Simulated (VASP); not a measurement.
Crystal: HfN.

```
Hf N
1.0
     0.00000    2.50297    2.50297
     2.50297    0.00000    2.50297
     2.50297    2.50297    0.00000
Hf N
1 1
Direct
  0.00000 0.00000 0.00000
  0.25000 0.25000 0.25000
```

Base run:

| Property | Result |
| --- | --- |
| Program | VASP 6.6.1 |
| Functional | r2SCAN |
| Potentials or basis | VASP PAW PBE potentials, release 64 (Hf_pv, N) |
| Cutoff | 520 eV |
| k mesh | 9 × 9 × 9 |
| Occupations | fermi-dirac, width 0.05 eV |
| Spin | no spin polarisation |

Its results: pressure -13.6 GPa.

Q: After a change of settings the same cell gave: pressure -15.3 GPa. Which change was it?
A. functional from r2SCAN to PBE
B. functional from r2SCAN to PBEsol
C. functional from r2SCAN to LDA; potentials or basis from VASP PAW PBE potentials, release 64 (Hf_pv, N) to VASP PAW LDA potentials, release 64 (Hf_pv, N)

A: B.

Caveats: the PAW data sets were made with another functional, which shifts forces and pressure a little.
